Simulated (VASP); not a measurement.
# MoS2 (Cm) in VASP: single point with PBE+D3(BJ)

Aim: the single point of MoS2 with PBE+D3(BJ).

Everything below comes from runs of VASP 6.6.1. Logs are shortened: lines on timing, memory, paths and dates and some standing lists are left out, and cuts for length are marked.

## Step 1: The cell of the first run

Symmetry: Cm, No. 8, monoclinic system. The conventional cell has a = 5.461 Å, b = 3.153 Å, c = 18.196 Å, α = 90.00°, β = 98.63°, γ = 90.00°. Within 3.2 Å of Mo (site symmetry m) lie 6 S at 2.40 Å and 6 Mo at 3.15 Å. Within 2.4 Å of Mo (site symmetry m) lie 4 S at 1.81 to 2.40 Å. Mo (site symmetry m) has 6 S at 2.40 Å and 6 Mo at 3.15 Å within 3.2 Å. S (site symmetry m) has 3 Mo at 2.40 Å and 7 S at 3.13 to 3.15 Å within 3.2 Å. Within 3.2 Å of S (site symmetry m) lie 3 Mo at 2.40 Å and 7 S at 3.13 to 3.15 Å. Within 3.2 Å of S (site symmetry m) lie 3 Mo at 2.40 Å and 6 S at 3.15 Å. Within 3.2 Å of S (site symmetry m) lie 3 Mo at 2.40 Å and 7 S at 3.13 to 3.15 Å. S (site symmetry m) has 3 Mo at 2.40 Å and 7 S at 3.13 to 3.15 Å within 3.2 Å.

## Step 2: Single point, PBE+D3(BJ) (the part above a cut slid along it)

INCAR

```
ALGO = Normal
EDIFF = 1E-7
ENCUT = 520
GGA = PE
ISIF = 2
ISMEAR = 0
ISYM = 0
IVDW = 12
LASPH = T
LCHARG = F
LREAL = F
LWAVE = F
NBANDS = 49
NELM = 100
PREC = Accurate
SIGMA = 0.05
```

KPOINTS

```
k-points
0
Gamma
  10 10 2
```

POSCAR

```
MoS2
1.0
   -1.5764743774     -2.7305337185      0.0000000000
    1.5764743774     -2.7305337185      0.0000000000
    0.7882371887     -1.3652668593     17.9896049492
Mo S
3 6
Direct
    1.0000000000      0.6449413642      0.7101172715
    0.3333333333      0.3116080309      0.0434506048
    0.6666666667      0.4782746976      0.3767839382
    1.0000000000      0.7681704368      0.4636591264
    0.3333333333     -0.0651628966      0.7969924598
    0.6666666667      0.6015037701      0.1303257931
    1.0000000000      0.8550881990      0.2898236021
    0.3333333333      0.0217548656      0.6231569354
    0.6666666667      0.1884215323      0.9564902687
```

Potentials or basis: VASP PAW PBE potentials, release 64 (Mo_sv, S).

Launch:

```bash
cat potpaw_PBE.64/Mo_sv/POTCAR potpaw_PBE.64/S/POTCAR > POTCAR
mpirun -np 1 vasp_std > vasp.out
```

OUTCAR:

```text
EDIFF = 1E-7
   ENCUT = 520
   GGA = PE
   ISIF = 2
   ISMEAR = 0
   ISYM = 0
   IVDW = 12
   LASPH = T
   LREAL = F
   NELM = 100
   PREC = Accurate
 IVDW          = 12

 ion  position               nearest neighbor table
   1  0.000  0.645  0.710-   5 2.40   5 2.40   5 2.40   8 2.40   8 2.40   8 2.40
   2  0.333  0.312  0.043-   9 1.81   6 2.40   6 2.40   6 2.40   9 2.87   9 2.87
   3  0.667  0.478  0.377-   4 2.40   4 2.40   4 2.40   7 2.40   7 2.40   7 2.40
   4  0.000  0.768  0.464-   3 2.40   3 2.40   3 2.40
   5  0.333  0.935  0.797-   1 2.40   1 2.40   1 2.40
   6  0.667  0.602  0.130-   2 2.40   2 2.40   2 2.40
   7  0.000  0.855  0.290-   3 2.40   3 2.40   3 2.40
   8  0.333  0.022  0.623-   1 2.40   1 2.40   1 2.40
   9  0.667  0.188  0.956-   2 1.81   2 2.87   2 2.87

IMPORTANT INFORMATION: All symmetrisations will be switched off!
NOSYMM: (Re-)initialisation of all symmetry stuff for point group C_1.

----------------------------------------------------------------------------------------

                                     Primitive cell

  volume of cell :     154.8767

  direct lattice vectors                    reciprocal lattice vectors
    -1.576474377 -2.730533718  0.000000000    -0.317163417 -0.183114384 -0.000000000
     1.576474377 -2.730533718  0.000000000     0.317163417 -0.183114384 -0.027793829
     0.788237189 -1.365266859 17.989604949     0.000000000  0.000000000  0.055587658

  length of vectors
     3.152948755  3.152948755 18.058548050     0.366228768  0.367281918  0.055587658

  position of ions in fractional coordinates (direct lattice)
     1.000000000  0.644941364  0.710117272
     0.333333333  0.311608031  0.043450605
     0.666666667  0.478274698  0.376783938
     1.000000000  0.768170437  0.463659126
     0.333333333  0.934837103  0.796992460
     0.666666667  0.601503770  0.130325793
     1.000000000  0.855088199  0.289823602
     0.333333333  0.021754866  0.623156935
     0.666666667  0.188421532  0.956490269

  ion indices of the primitive-cell ions
   primitive index   ion index
                 1           1
                 2           2
                 3           3
                 4           4
                 5           5
                 6           6
                 7           7
                 8           8
                 9           9

----------------------------------------------------------------------------------------

 KPOINTS: k-points

Automatic generation of k-mesh.
 Grid dimensions read from file:
 generate k-points for:   10   10    2

 Generating k-lattice:

  Cartesian coordinates                     Fractional coordinates (reciprocal lattice)
    -0.031716342 -0.018311438 -0.000000000     0.100000000  0.000000000  0.000000000
     0.031716342 -0.018311438 -0.002779383     0.000000000  0.100000000  0.000000000
     0.000000000  0.000000000  0.027793829     0.000000000  0.000000000  0.500000000

  Length of vectors
     0.036622877  0.036728192  0.027793829

  Shift w.r.t. Gamma in fractional coordinates (k-lattice)
     0.000000000  0.000000000  0.000000000

 -----------------------------------------------------------------------------
|                                                                             |
|           W    W    AA    RRRRR   N    N  II  N    N   GGGG   !!!           |
|           W    W   A  A   R    R  NN   N  II  NN   N  G    G  !!!           |
|           W    W  A    A  R    R  N N  N  II  N N  N  G       !!!           |
|           W WW W  AAAAAA  RRRRR   N  N N  II  N  N N  G  GGG   !            |
|           WW  WW  A    A  R   R   N   NN  II  N   NN  G    G                |
|           W    W  A    A  R    R  N    N  II  N    N   GGGG   !!!           |
|                                                                             |
|     Your reciprocal lattice and k-lattice belong to different lattice       |
|     classes:                                                                |
|                                                                             |
|        The reciprocal lattice is body-centered orthorhombic,                |
|        whereas your k-lattice is base-centered monoclinic.                  |
|                                                                             |
|     Results are often still useful ...                                      |
|                                                                             |
 -----------------------------------------------------------------------------

 WARNING: IBZKPT: internal override: KBLOWUP is changed to .FALSE.
      ... skipping the blow-up phase ...

 Subroutine IBZKPT returns following result:
 ===========================================

 Found    104 irreducible k-points:

 Following reciprocal coordinates:
            Coordinates               Weight
  0.000000  0.000000  0.000000      1.000000
  0.100000  0.000000 -0.000000      2.000000
  0.200000  0.000000 -0.000000      2.000000
  0.300000 -0.000000 -0.000000      2.000000
  0.400000 -0.000000 -0.000000      2.000000
  0.500000  0.000000 -0.000000      1.000000
[... 16 lines left out ...]
 -0.400000  0.200000  0.000000      2.000000
 -0.300000  0.200000  0.000000      2.000000
 [... further k-points ...]
   k-points           NKPTS =    104   k-points in BZ     NKDIM =    104   number of bands    NBANDS=     49
   number of dos      NEDOS =    301   number of ions     NIONS =      9
   total plane-waves  NPLWV =  80640
   dimension x,y,z NGX =    24 NGY =   24 NGZ =  140
   dimension x,y,z NGXF=    48 NGYF=   48 NGZF=  280
   ions per type =               3   6
   NGX,Y,Z   is equivalent  to a cutoff of  12.65, 12.65, 12.89 a.u.
   NGXF,Y,Z  is equivalent  to a cutoff of  25.31, 25.31, 25.78 a.u.
 SYSTEM =  unknown system
   PREC   = accura    normal or accurate (medium, high low for compatibility)
   ISTART =      0    job   : 0-new  1-cont  2-samecut
   ICHARG =      2    charge: 1-file 2-atom 10-const
   ISPIN  =      1    spin polarized calculation?
   LNONCOLLINEAR =      F non collinear calculations
   LSORBIT =      F    spin-orbit coupling
   LASPH  =      T    aspherical Exc in radial PAW
   ENCUT  =  520.0 eV  38.22 Ry    6.18 a.u.   5.86  5.86 33.58*2*pi/ulx,y,z
   NELM   =    100;   NELMIN=  2; NELMDL= -5     # of ELM steps
   EDIFF  = 0.1E-06   stopping-criterion for ELM
   LREAL  =      F    real-space projection
   EDIFFG = 0.1E-05   stopping-criterion for IOM
   NSW    =      0    number of steps for IOM
   IBRION =     -1    ionic relax: 0-MD 1-quasi-New 2-CG
   NFREE  =      0    steps in history (QN), initial steepest desc. (CG)
   ISIF   =      2    stress and relaxation
   ISYM   =      0    0-nonsym 1-usesym 2-fastsym
   POTIM  = 0.5000    time-step for ionic-motion
   TEBEG  =    0.0;   TEEND  =   0.0 temperature during run
   PSTRESS=    0.0 pullay stress
   NELECT =      78.0000    total number of electrons
   NUPDOWN=      -1.0000    fix difference up-down
   EMIN   =  10.00;   EMAX   =-10.00  energy-range for DOS
   EFERMI =   0.00;   METHOD = LEGACY
   ISMEAR =     0;   SIGMA  =   0.05  broadening in eV -4-tet -1-fermi 0-gaus
   EFERMI_NEDOS =   21; number of points for ismear=-14 and -15
   IALGO  =     38    algorithm
   IMIX   =      4    mixing-type and parameters
     AMIX     =   0.40;   BMIX     =  1.00
     AMIX_MAG =   1.60;   BMIX_MAG =  1.00
  volume/ion in A,a.u.               =      17.21       116.13
  Fermi-wavevector in a.u.,A,eV,Ry     =   1.302500  2.461368 23.082362  1.696506
  Thomas-Fermi vector in A             =   2.433564
   LORBIT       =      0    0 simple, 1 ext, 2 COOP (PROOUT), +10 PAW based schemes
   GGA     = PE    functional components
   LHFCALC =     F    Hartree Fock is set to
   AEXX    =    0.0000 exact exchange contribution
   IVDW    =    12    specifies the selected vdW correction
   LEPSILON=     F    determine dielectric tensor
   LRPA    =     F    only Hartree local field effects (RPA)
 non-spin polarized calculation
 Gauss-broadening in eV      SIGMA  =   0.05
  energy-cutoff  :      520.00
  volume of cell :      154.88
 maximum number of plane-waves:      4196
   NGX = 11   NGY = 11   NGZ = 67

 number of electron      78.0000000 magnetization

 Free energy of the ion-electron system (eV)
  ---------------------------------------------------
  ext. energy  EPLUGINS =         0.00000000
  ---------------------------------------------------
  free energy    TOTEN  =       -60.55921726 eV

  energy without entropy =      -60.55804952  energy(sigma->0) =      -60.55863339

 E-fermi :   8.7318     XC(G=0): -11.0332

 val. band max:        8.6837341965   @ k =   0.0000   0.5000   0.0000
 cond. band min:       8.7581150304   @ k =   0.1000   0.3000   0.5000
 fundamental gap:      0.0743808338
 Fermi energy:         8.7318388916

 k-point     1 :       0.0000    0.0000    0.0000
  band No.  band energies     occupation
      1     -53.6131      2.00000
      2     -53.4645      2.00000
      3     -53.0614      2.00000
      4     -28.1443      2.00000
      5     -27.7785      2.00000
      6     -27.6299      2.00000
[... 41 lines left out ...]
     48      10.3552      0.00000
     49      10.4301      0.00000

 k-point     2 :       0.1000    0.0000   -0.0000
  band No.  band energies     occupation
      1     -53.6091      2.00000
      2     -53.4605      2.00000
      3     -53.0572      2.00000
      4     -28.1466      2.00000
      5     -27.7706      2.00000
      6     -27.6220      2.00000
[... 41 lines left out ...]
     48      10.3678      0.00000
     49      10.4355      0.00000

 k-point     3 :       0.2000    0.0000   -0.0000
  band No.  band energies     occupation
      1     -53.5985      2.00000
      2     -53.4498      2.00000
      3     -53.0463      2.00000
      4     -28.1557      2.00000
      5     -27.7499      2.00000
      6     -27.6822      2.00000
[... 1081 lines left out ...]
     48      11.0849      0.00000
     49      11.9156      0.00000

 k-point    24 :      -0.3000    0.2000    0.0000
  band No.  band energies     occupation
      1     -53.5706      2.00000
      2     -53.4220      2.00000
      3     -53.0182      2.00000
      4     -28.1781      2.00000
      5     -27.8816      2.00000
      6     -27.7321      2.00000
[... 41 lines left out ...]
     48      10.8845      0.00000
     49      11.9200      0.00000

 [... further k-points ...]

------------------------ aborting loop because EDIFF is reached ----------------------------------------

 Edisp (eV)   -3.96868

 E8    (eV) :    -1.6021

  FORCE on cell =-STRESS in cart. coord.  units (eV):
  Direction    XX          YY          ZZ          XY          YZ          ZX
  --------------------------------------------------------------------------------------
  -------------------------------------------------------------------------------------
  Total       8.23473     2.49582    23.64917     4.97043     7.81365    13.53401
  in kB      85.18713    25.81892   244.64729    51.41843    80.83105   140.00743
  external pressure =      118.55 kB  Pullay stress =        0.00 kB

 VOLUME and BASIS-vectors are now :
 -----------------------------------------------------------------------------
  energy-cutoff  :      520.00
  volume of cell :      154.88
      direct lattice vectors                 reciprocal lattice vectors
    -1.576474377 -2.730533718  0.000000000    -0.317163417 -0.183114384 -0.000000000
     1.576474377 -2.730533718  0.000000000     0.317163417 -0.183114384 -0.027793829
     0.788237189 -1.365266859 17.989604949     0.000000000  0.000000000  0.055587658

 POSITION                                       TOTAL-FORCE (eV/Angst)
 -----------------------------------------------------------------------------------
      1.57647     -2.73053     12.77473         0.003227      0.001850      0.013017
     -0.00000     -1.82036      0.78166         6.446287      3.722111     15.320180
     -0.00000     -3.64071      6.77819        -0.001812     -0.001025      0.015036
      1.57647     -2.73053      8.34104        -0.000266     -0.000198     -0.021120
      1.57647     -4.55089     14.33758        -0.016886     -0.009809      0.002652
     -0.00000     -3.64071      2.34451         1.093153      0.630888     -0.025955
      1.57647     -2.73053      5.21381         0.001535      0.000898     -0.012662
      0.00000     -1.82036     11.21035        -0.000784     -0.000454     -0.000516
     -0.00000     -3.64071     17.20688        -7.524455     -4.344262    -15.290631
 -----------------------------------------------------------------------------------
    total drift:                                0.000067      0.000017     -0.000151

  FREE ENERGIE OF THE ION-ELECTRON SYSTEM (eV)
  ---------------------------------------------------
  free  energy   TOTEN  =       -64.5278963230 eV

  energy  without entropy=      -64.5267285850  energy(sigma->0) =      -64.52731245
```

Wall time 10 min (1 thread of Intel Xeon Platinum 8488C (Sapphire Rapids), shared host); peak memory 0.65 GiB.

What came out:

| Property | Result |
| --- | --- |
| Free energy | -64.5279 eV |
| Pressure | 11.9 GPa |
| Largest force | 17.587 eV/Å |
| Band gap on the k mesh | 0.07 eV (least direct gap 0.24 eV) |
| Dispersion energy per atom | -0.441 eV |

Forces on the atoms (eV/Å):
```
Mo    0.003   0.002   0.013
Mo    6.446   3.722  15.320
Mo   -0.002  -0.001   0.015
S     0.000   0.000  -0.021
S    -0.017  -0.010   0.003
S     1.093   0.631  -0.026
S     0.002   0.001  -0.013
S    -0.001   0.000  -0.001
S    -7.524  -4.344 -15.291
```

Caveat: the cell differs from its parent crystal (the part above a cut slid along it); the stress differs along the axes, from 3 to 24 GPa; semilocal functionals underestimate gaps, and a narrow one can read as zero; forces of over 1 eV/Å act on the atoms, so gaps and moduli don't describe the material at rest. A k mesh can miss the band edges.
